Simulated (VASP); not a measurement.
# NaCl (Fm-3m) in VASP: a series of runs

NaCl is run at these levels: PBEsol; tasks: single point.

Everything below comes from runs of VASP 6.6.1. Logs are shortened: lines on timing, memory, paths and dates and some standing lists are left out, and cuts for length are marked.

### 1 The cell of the first run

The structure is cubic, space group Fm-3m (No. 225). The conventional cell has a = 5.488 Å, b = 5.488 Å, c = 5.488 Å, α = 90.00°, β = 90.00°, γ = 90.00°. Na (site symmetry m-3m) has 6 Cl at 2.74 Å within 3.6 Å. Within 3.6 Å of Cl (site symmetry m-3m) lie 6 Na at 2.74 Å.

### 2 Single point, PBEsol (volume scaled by 0.94)

INCAR

```
ALGO     = Normal         # electronic algorithm
EDIFF    = 1E-7           # SCF threshold, eV
ENCUT    = 520            # plane-wave cutoff, eV
GGA      = PS             # functional
ISIF     = 2              # what is computed and relaxed
ISMEAR   = 0              # smearing method
LASPH    = T              # aspherical terms in the spheres
LCHARG   = F              # write CHGCAR
LREAL    = F              # projectors in reciprocal space
LWAVE    = F              # write WAVECAR
NBANDS   = 14             # bands
NELM     = 60             # most SCF steps
PREC     = Accurate       # precision mode
SIGMA    = 0.02           # smearing width, eV
```

KPOINTS

```
k-points
0
Gamma
  8 8 8
```

POSCAR

```
NaCl
1.0
    0.0000000000      2.7437741046      2.7437741046
    2.7437741046      0.0000000000      2.7437741046
    2.7437741046      2.7437741046      0.0000000000
Na Cl
1 1
Direct
    0.0000000000      0.0000000000      0.0000000000
    0.5000000000      0.5000000000      0.5000000000
```

Potentials or basis: VASP PAW PBE potentials, release 64 (Na_pv, Cl).

The run is started by

```
> cat potpaw_PBE.64/Na_pv/POTCAR potpaw_PBE.64/Cl/POTCAR > POTCAR
> mpirun -np 1 vasp_std > vasp.out
```

OUTCAR:

```text
EDIFF = 1E-7
   ENCUT = 520
   GGA = PS
   ISIF = 2
   ISMEAR = 0
   LASPH = T
   LREAL = F
   NELM = 60
   PREC = Accurate

 ion  position               nearest neighbor table
   1  0.000  0.000  0.000-
   2  0.500  0.500  0.500-

  LATTYP: Found a face centered cubic cell.
 ALAT       =     5.4875482092

  Lattice vectors:

 A1 = (   0.0000000000,   2.7437741046,   2.7437741046)
 A2 = (   2.7437741046,   0.0000000000,   2.7437741046)
 A3 = (   2.7437741046,   2.7437741046,   0.0000000000)

Analysis of symmetry for initial positions (statically):
=====================================================================
 Subroutine PRICEL returns:
 Original cell was already a primitive cell.

 Routine SETGRP: Setting up the symmetry group for a
 face centered cubic supercell.

 Subroutine GETGRP returns: Found 48 space group operations
 (whereof 48 operations were pure point group operations)
 out of a pool of 48 trial point group operations.

The static configuration has the point symmetry O_h .

Analysis of symmetry for dynamics (positions and initial velocities):
=====================================================================
 Subroutine PRICEL returns:
 Original cell was already a primitive cell.

 Routine SETGRP: Setting up the symmetry group for a
 face centered cubic supercell.

 Subroutine GETGRP returns: Found 48 space group operations
 (whereof 48 operations were pure point group operations)
 out of a pool of 48 trial point group operations.

The dynamic configuration has the point symmetry O_h .

 Subroutine INISYM returns: Found 48 space group operations
 (whereof 48 operations are pure point group operations),
 and found     1 'primitive' translations

----------------------------------------------------------------------------------------

                                     Primitive cell

  volume of cell :      41.3119

  direct lattice vectors                    reciprocal lattice vectors
     0.000000000  2.743774105  2.743774105    -0.182230745  0.182230745  0.182230745
     2.743774105  0.000000000  2.743774105     0.182230745 -0.182230745  0.182230745
     2.743774105  2.743774105  0.000000000     0.182230745  0.182230745 -0.182230745

  length of vectors
     3.880282551  3.880282551  3.880282551     0.315632910  0.315632910  0.315632910

  position of ions in fractional coordinates (direct lattice)
     0.000000000  0.000000000  0.000000000
[... 87 lines left out ...]
   TEBEG  =    0.0;   TEEND  =   0.0 temperature during run
   PSTRESS=    0.0 pullay stress
   NELECT =      14.0000    total number of electrons
   NUPDOWN=      -1.0000    fix difference up-down
   EMIN   =  10.00;   EMAX   =-10.00  energy-range for DOS
   EFERMI =   0.00;   METHOD = LEGACY
   ISMEAR =     0;   SIGMA  =   0.02  broadening in eV -4-tet -1-fermi 0-gaus
   EFERMI_NEDOS =   21; number of points for ismear=-14 and -15
   IALGO  =     38    algorithm
   IMIX   =      4    mixing-type and parameters
     AMIX     =   0.40;   BMIX     =  1.00
     AMIX_MAG =   1.60;   BMIX_MAG =  1.00
  volume/ion in A,a.u.               =      20.66       139.39
  Fermi-wavevector in a.u.,A,eV,Ry     =   1.141368  2.156873 17.724605  1.302722
  Thomas-Fermi vector in A             =   2.278069
   LORBIT       =      0    0 simple, 1 ext, 2 COOP (PROOUT), +10 PAW based schemes
   GGA     = PS    functional components
   LHFCALC =     F    Hartree Fock is set to
   AEXX    =    0.0000 exact exchange contribution
   IVDW    =     0    specifies the selected vdW correction
   LEPSILON=     F    determine dielectric tensor
   LRPA    =     F    only Hartree local field effects (RPA)
 non-spin polarized calculation
 Gauss-broadening in eV      SIGMA  =   0.02
  energy-cutoff  :      520.00
  volume of cell :       41.31
 maximum number of plane-waves:      1139
 NGX is ok and might be reduce to    30
   NGX = 15   NGY = 15   NGZ = 15

 number of electron      14.0000003 magnetization

 Free energy of the ion-electron system (eV)
  ---------------------------------------------------
  ext. energy  EPLUGINS =         0.00000000
  ---------------------------------------------------
  free energy    TOTEN  =        -6.98263727 eV

  energy without entropy =       -6.98263727  energy(sigma->0) =       -6.98263727

 E-fermi :  -0.1157     XC(G=0):  -8.7013

 val. band max:       -0.2832964614   @ k =   0.0000   0.0000   0.0000
 cond. band min:       4.9673812312   @ k =   0.0000   0.0000   0.0000
 fundamental gap:      5.2506776926
 Fermi energy:        -0.1157083149

 k-point     1 :       0.0000    0.0000    0.0000
  band No.  band energies     occupation
      1     -20.7942      2.00000
      2     -20.7942      2.00000
      3     -20.7942      2.00000
      4     -13.1318      2.00000
      5      -0.2833      2.00000
      6      -0.2833      2.00000
      7      -0.2833      2.00000
      8       4.9674      0.00000
      9      10.7833      0.00000
     10      10.7833      0.00000
     11      10.7833      0.00000
     12      13.1166      0.00000
     13      13.1166      0.00000
     14      14.6209      0.00000
[... 377 lines left out ...]
      1     -20.8303      2.00000
      2     -20.8062      2.00000
      3     -20.8005      2.00000
      4     -12.6513      2.00000
      5      -2.2103      2.00000
      6      -1.1880      2.00000
      7      -0.7739      2.00000
      8       8.0634      0.00000
      9       9.4784      0.00000
     10      10.1793      0.00000
     11      11.6355      0.00000
     12      14.3621      0.00000
     13      15.7739      0.00000
     14      16.8078      0.00000

 [... further k-points ...]

------------------------ aborting loop because EDIFF is reached ----------------------------------------

  FORCE on cell =-STRESS in cart. coord.  units (eV):
  Direction    XX          YY          ZZ          XY          YZ          ZX
  --------------------------------------------------------------------------------------
  -------------------------------------------------------------------------------------
  Total        0.4884647      0.4884647      0.4884647      0.0000000      0.0000000     -0.0000000
  in kB       18.9438696     18.9438696     18.9438696      0.0000000      0.0000000     -0.0000000
  external PRESSURE =      18.9438696 kB  Pullay stress =       0.0000000 kB

 VOLUME and BASIS-vectors are now :
 -----------------------------------------------------------------------------
  energy-cutoff  :      520.00
  volume of cell :       41.31
      direct lattice vectors                 reciprocal lattice vectors
     0.000000000  2.743774105  2.743774105    -0.182230745  0.182230745  0.182230745
     2.743774105  0.000000000  2.743774105     0.182230745 -0.182230745  0.182230745
     2.743774105  2.743774105  0.000000000     0.182230745  0.182230745 -0.182230745

 POSITION                                       TOTAL-FORCE (eV/Angst)
 -----------------------------------------------------------------------------------
      0.00000      0.00000      0.00000         0.000000     -0.000000     -0.000000
      2.74377      2.74377      2.74377        -0.000000      0.000000      0.000000
 -----------------------------------------------------------------------------------
    total drift:                               -0.000000      0.000000      0.000000

  FREE ENERGIE OF THE ION-ELECTRON SYSTEM (eV)
  ---------------------------------------------------
  free  energy   TOTEN  =        -6.9826372745 eV

  energy  without entropy=       -6.9826372745  energy(sigma->0) =       -6.98263727
```

stdout:

```text
POSCAR found type information on POSCAR NaCl
 POSCAR found :  2 types and       2 ions
 scaLAPACK will be used
 -----------------------------------------------------------------------------
|                                                                             |
|                                                                             |
|     You enforced a specific xc type in the INCAR file but a different       |
|     I HOPE YOU KNOW WHAT YOU ARE DOING!                                     |
|                                                                             |
 -----------------------------------------------------------------------------

 LDA part: xc-table for (Slater+PW92), standard interpolation
 POSCAR, INCAR and KPOINTS ok, starting setup
 FFT: planning ... GRIDC
 FFT: planning ... GRID_SOFT
 FFT: planning ... GRID
 WAVECAR not read
 entering main loop
```

Wall time 31 s (1 thread of AMD EPYC 7R43 (Zen 3), shared host); peak memory 0.12 GiB.

Results:

```yaml
Free_energy: -6.9826 eV
Pressure: 1.9 GPa
Band_gap_on_the_k_mesh: 5.25 eV, direct
```

Levels at points of the mesh, in eV from the valence-band top:
```
           k point  band 4  band 5  band 6  band 7  band 8  band 9  band 10  band 11
(0.00, 0.00, 0.00)  -12.85    0.00    0.00    0.00    5.25   11.07    11.07    11.07
(0.50, 0.00, 0.00)  -12.41   -2.24   -0.32   -0.32    7.21   11.05    11.05    11.17
(0.50, 0.50, 0.00)  -12.35   -1.94   -0.70   -0.70    7.66    7.80    11.72    15.36
```

Caveat: the cell differs from its parent crystal (volume scaled by 0.94); the PAW data sets were made with another functional, which shifts forces and pressure a little.

### 3 Single point, PBEsol

This run uses another cell than the first one, of 21.97 Å³/atom, 1.064 times its volume.

INCAR

```
SYSTEM = NaCl
  ALGO = Normal
  EDIFF = 1E-7
  ENCUT = 520
  GGA = PS
  ISIF = 2
  ISMEAR = 0
  LASPH = .TRUE.
  LCHARG = .FALSE.
  LREAL = .FALSE.
  LWAVE = .FALSE.
  NBANDS = 14
  NELM = 80
  PREC = Accurate
  SIGMA = 0.02
```

KPOINTS

```
k-points
0
G
  8 8 8
  0 0 0
```

POSCAR

```
NaCl
1.0
    0.0000000000      2.8009524433      2.8009524433
    2.8009524433      0.0000000000      2.8009524433
    2.8009524433      2.8009524433      0.0000000000
Na Cl
1 1
Direct
    0.0000000000      0.0000000000      0.0000000000
    0.5000000000      0.5000000000      0.5000000000
```

Potentials or basis: VASP PAW PBE potentials, release 64 (Na_pv, Cl).

The run is started by

```
> cat potpaw_PBE.64/Na_pv/POTCAR potpaw_PBE.64/Cl/POTCAR > POTCAR
> mpirun -np 1 vasp_std > vasp.out
```

OUTCAR:

```text
SYSTEM = NaCl
   EDIFF = 1E-7
   ENCUT = 520
   GGA = PS
   ISIF = 2
   ISMEAR = 0
   LASPH = .TRUE.
   LREAL = .FALSE.
   NELM = 80
   PREC = Accurate

 ion  position               nearest neighbor table
   1  0.000  0.000  0.000-
   2  0.500  0.500  0.500-

  LATTYP: Found a face centered cubic cell.
 ALAT       =     5.6019048866

  Lattice vectors:

 A1 = (   0.0000000000,   2.8009524433,   2.8009524433)
 A2 = (   2.8009524433,   0.0000000000,   2.8009524433)
 A3 = (   2.8009524433,   2.8009524433,   0.0000000000)
[... 583 lines left out ...]
      8       7.5310      0.00000
      9       8.8752      0.00000
     10       9.5121      0.00000
     11      11.0313      0.00000
     12      13.6607      0.00000
     13      14.9763      0.00000
     14      16.0566      0.00000

 [... further k-points ...]
[... 5 lines left out ...]
  --------------------------------------------------------------------------------------
  -------------------------------------------------------------------------------------
  Total        0.0054910      0.0054910      0.0054910      0.0000000      0.0000000     -0.0000000
  in kB        0.2001763      0.2001763      0.2001763      0.0000000      0.0000000     -0.0000000
  external PRESSURE =       0.2001763 kB  Pullay stress =       0.0000000 kB

 VOLUME and BASIS-vectors are now :
 -----------------------------------------------------------------------------
  energy-cutoff  :      520.00
  volume of cell :       43.95
      direct lattice vectors                 reciprocal lattice vectors
     0.000000000  2.800952443  2.800952443    -0.178510707  0.178510707  0.178510707
     2.800952443  0.000000000  2.800952443     0.178510707 -0.178510707  0.178510707
     2.800952443  2.800952443  0.000000000     0.178510707  0.178510707 -0.178510707

 POSITION                                       TOTAL-FORCE (eV/Angst)
 -----------------------------------------------------------------------------------
      0.00000      0.00000      0.00000         0.000000      0.000000      0.000000
      2.80095      2.80095      2.80095        -0.000000     -0.000000     -0.000000
 -----------------------------------------------------------------------------------
    total drift:                               -0.000000      0.000000      0.000000

  FREE ENERGIE OF THE ION-ELECTRON SYSTEM (eV)
  ---------------------------------------------------
  free  energy   TOTEN  =        -6.9982812780 eV

  energy  without entropy=       -6.9982812780  energy(sigma->0) =       -6.99828128
```

OSZICAR:

```text
N       E                     dE             d eps       ncg     rms          rms(c)
DAV:   1     0.961533840545E+02    0.96153E+02   -0.70670E+03   818   0.101E+03
DAV:   2     0.346324067192E+00   -0.95807E+02   -0.88478E+02   888   0.270E+02
DAV:   3    -0.704076356241E+01   -0.73871E+01   -0.73407E+01  1100   0.691E+01
DAV:   4    -0.715753929473E+01   -0.11678E+00   -0.11673E+00   950   0.952E+00
DAV:   5    -0.715996272143E+01   -0.24234E-02   -0.24232E-02  1048   0.138E+00    0.192E+00
DAV:   6    -0.700542352905E+01    0.15454E+00   -0.24956E-01   998   0.350E+00    0.137E+00
DAV:   7    -0.699491355097E+01    0.10510E-01   -0.61767E-02  1118   0.164E+00    0.931E-01
DAV:   8    -0.699836291440E+01   -0.34494E-02   -0.75278E-03   914   0.794E-01    0.285E-01
DAV:   9    -0.699825262312E+01    0.11029E-03   -0.20196E-04  1010   0.109E-01    0.170E-01
DAV:  10    -0.699829059764E+01   -0.37975E-04   -0.26274E-04   938   0.104E-01    0.554E-02
DAV:  11    -0.699828177839E+01    0.88193E-05   -0.17344E-05  1058   0.322E-02    0.170E-02
DAV:  12    -0.699828111961E+01    0.65877E-06   -0.27210E-06   950   0.108E-02    0.192E-03
DAV:  13    -0.699828132467E+01   -0.20506E-06   -0.10074E-07  1022   0.216E-03    0.162E-04
DAV:  14    -0.699828127802E+01    0.46655E-07   -0.32616E-09   592   0.441E-04
   1 F= -.69982813E+01 E0= -.69982813E+01  d E =-.194365E-16
```

Run time: 30 s. Hardware: 1 thread of AMD EPYC 7R43 (Zen 3), shared host; peak memory 0.13 GiB.

What came out:

```
Free energy            : -6.9983 eV
Pressure               : 0.0 GPa
Band gap on the k mesh : 5.01 eV, direct
```

Caveat: the PAW data sets were made with another functional, which shifts forces and pressure a little. PBEsol gaps usually lie below the measured ones, often by a third to a half.

### 4 Single point, PBEsol

This run uses another cell than the first one, of 21.97 Å³/atom, 1.064 times its volume.

INCAR

```
PREC = Accurate
ENCUT = 520
EDIFF = 1E-6
ISMEAR = 0
SIGMA = 0.02
LREAL = False
LASPH = True
NELM = 100
ALGO = Normal
ISIF = 2
LWAVE = False
LCHARG = True
GGA = PS
LELF = True
LVHAR = True
NBANDS = 14
```

KPOINTS

```
Automatic mesh
0
Gamma
  8 8 8
```

POSCAR is that of step 3.

The run is started by

```
> cat potpaw_PBE.64/Na_pv/POTCAR potpaw_PBE.64/Cl/POTCAR > POTCAR
> mpirun -np 1 vasp_std > vasp.out
```

It took 23 s on 1 thread of AMD EPYC 7R43 (Zen 3), shared host; peak memory 0.13 GiB.

The run converged. Its results:

```yaml
Free_energy: -6.9983 eV
Pressure: 0.0 GPa
Band_gap_on_the_k_mesh: 5.01 eV, direct
```

Levels at points of the mesh, in eV from the valence-band top:
```csv
k point,band 4,band 5,band 6,band 7,band 8,band 9,band 10,band 11
"(0.00, 0.00, 0.00)",-12.69,0.00,0.00,0.00,5.01,11.02,11.02,11.02
"(0.50, 0.00, 0.00)",-12.32,-2.03,-0.28,-0.28,7.11,10.66,10.91,10.91
"(0.50, 0.50, 0.00)",-12.27,-1.76,-0.63,-0.63,7.49,7.87,11.27,14.80
```

Caveat: the PAW data sets were made with another functional, which shifts forces and pressure a little. A hybrid or GW would open this gap; PBEsol tends to underestimate it.

### 5 Single point, PBEsol (volume scaled by 0.97)

INCAR

```
PREC = Accurate
ENCUT = 520
EDIFF = 1E-7
ISMEAR = 0
SIGMA = 0.02
LREAL = F
LASPH = T
NELM = 80
ALGO = Normal
ISIF = 2
LWAVE = F
LCHARG = F
GGA = PS
NBANDS = 14
```

KPOINTS

```
regular mesh
0
Gamma
  8 8 8
```

POSCAR

```
NaCl
1.0
    0.0000000000      2.7726580599      2.7726580599
    2.7726580599      0.0000000000      2.7726580599
    2.7726580599      2.7726580599      0.0000000000
Na Cl
1 1
Direct
    0.0000000000      0.0000000000      0.0000000000
    0.5000000000      0.5000000000      0.5000000000
```

The run is started by

```
> cat potpaw_PBE.64/Na_pv/POTCAR potpaw_PBE.64/Cl/POTCAR > POTCAR
> mpirun -np 1 vasp_std > vasp.out
```

It took 25 s on 1 thread of AMD EPYC 7R43 (Zen 3), shared host; peak memory 0.12 GiB.

It converged, with:

```
Free energy            : -6.9943 eV
Pressure               : 0.9 GPa
Band gap on the k mesh : 5.12 eV, direct
```

Levels at points of the mesh, in eV from the valence-band top:
```csv
k point,band 3,band 4,band 5,band 6,band 7,band 8,band 9,band 10,band 11,band 12
"(0.00, 0.00, 0.00)",-20.56,-12.77,0.00,0.00,0.00,5.12,11.04,11.04,11.04,13.33
"(0.50, 0.00, 0.00)",-20.56,-12.36,-2.13,-0.30,-0.30,7.16,10.91,10.98,10.98,15.16
"(0.50, 0.50, 0.00)",-20.57,-12.31,-1.84,-0.66,-0.66,7.58,7.84,11.49,15.07,15.07
```

Caveat: the cell differs from its parent crystal (volume scaled by 0.97); the PAW data sets were made with another functional, which shifts forces and pressure a little.

### 6 Summary

```csv
cell,gap on the mesh (eV),pressure (GPa)
"a = 3.880 Å, angles 60.0°, 2 atoms",5.25,1.9
"a = 3.961 Å, angles 60.0°, 2 atoms",5.01,0.0
"a = 3.921 Å, angles 60.0°, 2 atoms",5.12,0.9
```

Alike in all rows: task single point; level PBEsol; potentials or basis VASP PAW PBE potentials, release 64 (Na_pv, Cl); no spin polarisation; k mesh 8 × 8 × 8; cutoff (eV) 520; smearing gaussian 0.02 eV.

Caveats: the PAW data sets were made with another functional, which shifts forces and pressure a little.

Absolute energies hang on the potentials; compare differences alone.
